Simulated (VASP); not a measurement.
# GePt (Pnma) in VASP: single point with PBEsol

Aim: the single point of GePt with PBEsol.

Everything below comes from runs of VASP 6.6.1. Logs are shortened: lines on timing, memory, paths and dates and some standing lists are left out, and cuts for length are marked.

### Step 1. The cell of the first run

Symmetry: Pnma, No. 62, orthorhombic system. The conventional cell has a = 5.741 Å, b = 3.700 Å, c = 6.092 Å, α = 90.00°, β = 90.00°, γ = 90.00°. Within 3.3 Å of Ge (site symmetry m) lie 6 Pt at 2.49 to 2.66 Å and 2 Ge at 3.01 Å. Pt (site symmetry m) has 6 Ge at 2.49 to 2.66 Å and 4 Pt at 2.96 to 2.97 Å within 3.3 Å.

### Step 2. Single point, PBEsol

INCAR reads:

```
PREC = Accurate
ENCUT = 520
EDIFF = 1E-6
ISMEAR = 0
SIGMA = 0.1
LREAL = False
LASPH = True
NELM = 80
ALGO = Normal
ISIF = 2
LWAVE = False
LCHARG = False
GGA = PS
NBANDS = 58
```

KPOINTS reads:

```
regular mesh
0
Gamma
  9 6 6
```

POSCAR reads:

```
GePt
1.0
    3.7003360032      0.0000000000      0.0000000000
    0.0000000000      6.0924386789      0.0000000000
    0.0000000000      0.0000000000      5.7406004532
Ge Pt
4 4
Direct
    0.2500000000      0.4119771137      0.8151594241
    0.7500000000      0.5880228863      0.1848405759
    0.7500000000      0.9119771137      0.6848405759
    0.2500000000      0.0880228863      0.3151594241
    0.2500000000      0.8088406348      0.9992434690
    0.7500000000      0.1911593652      0.0007565310
    0.7500000000      0.3088406348      0.5007565310
    0.2500000000      0.6911593652      0.4992434690
```

Potentials or basis: VASP PAW PBE potentials, release 64 (Ge_d, Pt).

Command:

```console
$ cat potpaw_PBE.64/Ge_d/POTCAR potpaw_PBE.64/Pt/POTCAR > POTCAR
$ mpirun -np 1 vasp_std > vasp.out
```

OUTCAR:

```text
PREC = Accurate
   ENCUT = 520
   EDIFF = 1E-6
   ISMEAR = 0
   LREAL = False
   LASPH = True
   NELM = 80
   ISIF = 2
   GGA = PS

 ion  position               nearest neighbor table
   1  0.250  0.412  0.815-   8 2.49   6 2.52   6 2.52   5 2.64   7 2.66   7 2.66
   2  0.750  0.588  0.185-   7 2.49   5 2.52   5 2.52   6 2.64   8 2.66   8 2.66
   3  0.750  0.912  0.685-   6 2.49   8 2.52   8 2.52   7 2.64   5 2.66   5 2.66
   4  0.250  0.088  0.315-   5 2.49   7 2.52   7 2.52   8 2.64   6 2.66   6 2.66
   5  0.250  0.809  0.999-   4 2.49   2 2.52   2 2.52   1 2.64   3 2.66   3 2.66   8 2.96   8 2.96
                             6 2.97   6 2.97
   6  0.750  0.191  0.001-   3 2.49   1 2.52   1 2.52   2 2.64   4 2.66   4 2.66   7 2.96   7 2.96
                             5 2.97   5 2.97
   7  0.750  0.309  0.501-   2 2.49   4 2.52   4 2.52   3 2.64   1 2.66   1 2.66   6 2.96   6 2.96
                             8 2.97   8 2.97
   8  0.250  0.691  0.499-   1 2.49   3 2.52   3 2.52   4 2.64   2 2.66   2 2.66   5 2.96   5 2.96
                             7 2.97   7 2.97

  LATTYP: Found a simple orthorhombic cell.
 ALAT       =     3.7003360032
 B/A-ratio  =     1.5513727532
 C/A-ratio  =     1.6464555310

  Lattice vectors:

 A1 = (  -3.7003360032,   0.0000000000,   0.0000000000)
 A2 = (   0.0000000000,   0.0000000000,   5.7406004532)
 A3 = (   0.0000000000,   6.0924386789,   0.0000000000)

Analysis of symmetry for initial positions (statically):
=====================================================================
 Subroutine PRICEL returns:
 Original cell was already a primitive cell.

 Routine SETGRP: Setting up the symmetry group for a
 simple orthorhombic supercell.

 Subroutine GETGRP returns: Found  8 space group operations
 (whereof  2 operations were pure point group operations)
 out of a pool of  8 trial point group operations.

The static configuration has the point symmetry S_2 .
 The point group associated with its full space group is D_2h.

Analysis of symmetry for dynamics (positions and initial velocities):
=====================================================================
 Subroutine PRICEL returns:
 Original cell was already a primitive cell.

 Routine SETGRP: Setting up the symmetry group for a
 simple orthorhombic supercell.

 Subroutine GETGRP returns: Found  8 space group operations
 (whereof  2 operations were pure point group operations)
 out of a pool of  8 trial point group operations.

The dynamic configuration has the point symmetry S_2 .
 The point group associated with its full space group is D_2h.

 Subroutine INISYM returns: Found  8 space group operations
 (whereof  2 operations are pure point group operations),
 and found     1 'primitive' translations

----------------------------------------------------------------------------------------

                                     Primitive cell

  volume of cell :     129.4165

  direct lattice vectors                    reciprocal lattice vectors
     3.700336003  0.000000000  0.000000000     0.270245729  0.000000000  0.000000000
     0.000000000  6.092438679  0.000000000     0.000000000  0.164137885  0.000000000
     0.000000000  0.000000000  5.740600453     0.000000000  0.000000000  0.174197805

  length of vectors
     3.700336003  6.092438679  5.740600453     0.270245729  0.164137885  0.174197805

  position of ions in fractional coordinates (direct lattice)
     0.250000000  0.411977114  0.815159424
     0.750000000  0.588022886  0.184840576
     0.750000000  0.911977114  0.684840576
     0.250000000  0.088022886  0.315159424
     0.250000000  0.808840635  0.999243469
     0.750000000  0.191159365  0.000756531
     0.750000000  0.308840635  0.500756531
     0.250000000  0.691159365  0.499243469

  ion indices of the primitive-cell ions
   primitive index   ion index
                 1           1
                 2           2
                 3           3
                 4           4
                 5           5
                 6           6
                 7           7
                 8           8

----------------------------------------------------------------------------------------

 KPOINTS: regular mesh

Automatic generation of k-mesh.
 Grid dimensions read from file:
 generate k-points for:    9    6    6

 Generating k-lattice:

  Cartesian coordinates                     Fractional coordinates (reciprocal lattice)
     0.030027303  0.000000000  0.000000000     0.111111111  0.000000000  0.000000000
     0.000000000  0.027356314  0.000000000     0.000000000  0.166666667  0.000000000
     0.000000000  0.000000000  0.029032968     0.000000000  0.000000000  0.166666667

  Length of vectors
     0.030027303  0.027356314  0.029032968

  Shift w.r.t. Gamma in fractional coordinates (k-lattice)
     0.000000000  0.000000000  0.000000000

 Subroutine IBZKPT returns following result:
 ===========================================

 Found     80 irreducible k-points:

 Following reciprocal coordinates:
            Coordinates               Weight
  0.000000  0.000000  0.000000      1.000000
  0.111111  0.000000  0.000000      2.000000
  0.222222  0.000000  0.000000      2.000000
  0.333333  0.000000  0.000000      2.000000
  0.444444  0.000000  0.000000      2.000000
  0.000000  0.166667  0.000000      2.000000
[... 16 lines left out ...]
  0.222222  0.000000  0.166667      4.000000
  0.333333  0.000000  0.166667      4.000000
 [... further k-points ...]
   k-points           NKPTS =     80   k-points in BZ     NKDIM =     80   number of bands    NBANDS=     58
   number of dos      NEDOS =    301   number of ions     NIONS =      8
   total plane-waves  NPLWV =  64512
   dimension x,y,z NGX =    28 NGY =   48 NGZ =   48
   dimension x,y,z NGXF=    56 NGYF=   96 NGZF=   96
   ions per type =               4   4
   NGX,Y,Z   is equivalent  to a cutoff of  12.58, 13.10, 13.90 a.u.
   NGXF,Y,Z  is equivalent  to a cutoff of  25.16, 26.20, 27.80 a.u.
 SYSTEM =  unknown system
   PREC   = accura    normal or accurate (medium, high low for compatibility)
   ISTART =      0    job   : 0-new  1-cont  2-samecut
   ICHARG =      2    charge: 1-file 2-atom 10-const
   ISPIN  =      1    spin polarized calculation?
   LNONCOLLINEAR =      F non collinear calculations
   LSORBIT =      F    spin-orbit coupling
   LASPH  =      T    aspherical Exc in radial PAW
   ENCUT  =  520.0 eV  38.22 Ry    6.18 a.u.   6.88 11.33 10.67*2*pi/ulx,y,z
   NELM   =     80;   NELMIN=  2; NELMDL= -5     # of ELM steps
   EDIFF  = 0.1E-05   stopping-criterion for ELM
   LREAL  =      F    real-space projection
   EDIFFG = 0.1E-04   stopping-criterion for IOM
   NSW    =      0    number of steps for IOM
   IBRION =     -1    ionic relax: 0-MD 1-quasi-New 2-CG
   NFREE  =      0    steps in history (QN), initial steepest desc. (CG)
   ISIF   =      2    stress and relaxation
   ISYM   =      2    0-nonsym 1-usesym 2-fastsym
   POTIM  = 0.5000    time-step for ionic-motion
   TEBEG  =    0.0;   TEEND  =   0.0 temperature during run
   PSTRESS=    0.0 pullay stress
   NELECT =      96.0000    total number of electrons
   NUPDOWN=      -1.0000    fix difference up-down
   EMIN   =  10.00;   EMAX   =-10.00  energy-range for DOS
   EFERMI =   0.00;   METHOD = LEGACY
   ISMEAR =     0;   SIGMA  =   0.10  broadening in eV -4-tet -1-fermi 0-gaus
   EFERMI_NEDOS =   21; number of points for ismear=-14 and -15
   IALGO  =     38    algorithm
   IMIX   =      4    mixing-type and parameters
     AMIX     =   0.40;   BMIX     =  1.00
     AMIX_MAG =   1.60;   BMIX_MAG =  1.00
  volume/ion in A,a.u.               =      16.18       109.17
  Fermi-wavevector in a.u.,A,eV,Ry     =   1.481956  2.800491 29.881035  2.196194
  Thomas-Fermi vector in A             =   2.595802
   LORBIT       =      0    0 simple, 1 ext, 2 COOP (PROOUT), +10 PAW based schemes
   GGA     = PS    functional components
   LHFCALC =     F    Hartree Fock is set to
   AEXX    =    0.0000 exact exchange contribution
   IVDW    =     0    specifies the selected vdW correction
   LEPSILON=     F    determine dielectric tensor
   LRPA    =     F    only Hartree local field effects (RPA)
 non-spin polarized calculation
 Gauss-broadening in eV      SIGMA  =   0.10
  energy-cutoff  :      520.00
  volume of cell :      129.42
 maximum number of plane-waves:      3516
 NGX is ok and might be reduce to    28
   NGX = 13   NGY = 23   NGZ = 21

 number of electron      96.0000038 magnetization

 Free energy of the ion-electron system (eV)
  ---------------------------------------------------
  ext. energy  EPLUGINS =         0.00000000
  ---------------------------------------------------
  free energy    TOTEN  =       -51.63603764 eV

  energy without entropy =      -51.62679051  energy(sigma->0) =      -51.63141407

 E-fermi :   9.5980     XC(G=0): -12.6072

 val. band max:        9.5951757799   @ k =   0.0000   0.0000   0.5000
 cond. band min:       9.6155331855   @ k =   0.0000   0.3333   0.0000
 fundamental gap:      0.0203574056
 Fermi energy:         9.5979572613

 k-point     1 :       0.0000    0.0000    0.0000
  band No.  band energies     occupation
      1     -15.5067      2.00000
      2     -15.4989      2.00000
      3     -15.4970      2.00000
      4     -15.4939      2.00000
      5     -15.4818      2.00000
      6     -15.4679      2.00000
[... 50 lines left out ...]
     57      14.7629      0.00000
     58      15.3400      0.00000

 k-point     2 :       0.1111    0.0000    0.0000
  band No.  band energies     occupation
      1     -15.5070      2.00000
      2     -15.4992      2.00000
      3     -15.4947      2.00000
      4     -15.4910      2.00000
      5     -15.4821      2.00000
      6     -15.4702      2.00000
[... 50 lines left out ...]
     57      15.2366      0.00000
     58      15.5868      0.00000

 k-point     3 :       0.2222    0.0000    0.0000
  band No.  band energies     occupation
      1     -15.5063      2.00000
      2     -15.4991      2.00000
      3     -15.4897      2.00000
      4     -15.4842      2.00000
      5     -15.4835      2.00000
      6     -15.4768      2.00000
[... 1216 lines left out ...]
      3     -15.4893      2.00000
      4     -15.4843      2.00000
      5     -15.4828      2.00000
      6     -15.4767      2.00000
[... 50 lines left out ...]
     57      14.3467      0.00000
     58      16.1553      0.00000

 k-point    24 :       0.3333    0.0000    0.1667
  band No.  band energies     occupation
      1     -15.5026      2.00000
      2     -15.4986      2.00000
      3     -15.4864      2.00000
      4     -15.4843      2.00000
      5     -15.4835      2.00000
      6     -15.4763      2.00000
[... 50 lines left out ...]
     57      14.1741      0.00000
     58      15.7215      0.00000

 [... further k-points ...]

------------------------ aborting loop because EDIFF is reached ----------------------------------------

  FORCE on cell =-STRESS in cart. coord.  units (eV):
  Direction    XX          YY          ZZ          XY          YZ          ZX
  --------------------------------------------------------------------------------------
  -------------------------------------------------------------------------------------
  Total        0.0300289     -0.0556036     -0.1042096      0.0000000      0.0000000      0.0000000
  in kB        0.3717575     -0.6883726     -1.2901160      0.0000000      0.0000000      0.0000000
  external PRESSURE =      -0.5355770 kB  Pullay stress =       0.0000000 kB

 VOLUME and BASIS-vectors are now :
 -----------------------------------------------------------------------------
  energy-cutoff  :      520.00
  volume of cell :      129.42
      direct lattice vectors                 reciprocal lattice vectors
     3.700336003  0.000000000  0.000000000     0.270245729  0.000000000  0.000000000
     0.000000000  6.092438679  0.000000000     0.000000000  0.164137885  0.000000000
     0.000000000  0.000000000  5.740600453     0.000000000  0.000000000  0.174197805

 POSITION                                       TOTAL-FORCE (eV/Angst)
 -----------------------------------------------------------------------------------
      0.92508      2.50995      4.67950         0.000000     -0.010143     -0.009649
      2.77525      3.58249      1.06110         0.000000      0.010143      0.009649
      2.77525      5.55616      3.93140         0.000000     -0.010143      0.009649
      0.92508      0.53627      1.80920         0.000000      0.010143     -0.009649
      0.92508      4.92781      5.73626         0.000000      0.003890      0.009267
      2.77525      1.16463      0.00434         0.000000     -0.003890     -0.009267
      2.77525      1.88159      2.87464         0.000000      0.003890     -0.009267
      0.92508      4.21085      2.86596         0.000000     -0.003890      0.009267
 -----------------------------------------------------------------------------------
    total drift:                                0.000000      0.000000      0.000000

  FREE ENERGIE OF THE ION-ELECTRON SYSTEM (eV)
  ---------------------------------------------------
  free  energy   TOTEN  =       -51.6360376382 eV

  energy  without entropy=      -51.6267905057  energy(sigma->0) =      -51.63141407
```

Wall time 9.4 min (1 thread of Intel Xeon Platinum 8259CL at 2.50GHz (Skylake/Cascade Lake), shared host); peak memory 0.55 GiB.

What came out:

```yaml
Free_energy: -51.6360 eV
Pressure: -0.1 GPa
Largest_force: 0.014 eV/Å
Band_gap_on_the_k_mesh: zero (bands 48 and 49 overlap by 1.46 eV)
```

Forces in eV/Å, atoms in the order of the input:
```
Ge   0.000 -0.010 -0.010
Ge   0.000  0.010  0.010
Ge   0.000 -0.010  0.010
Ge   0.000  0.010 -0.010
Pt   0.000  0.004  0.009
Pt   0.000 -0.004 -0.009
Pt   0.000  0.004 -0.009
Pt   0.000 -0.004  0.009
```

Caveat: the PAW data sets were made with another functional, which shifts forces and pressure a little; spin-orbit coupling is left out, which moves the levels of the heavy elements.

The gap in the log of VASP goes by the Fermi energy; the results here count the filled bands.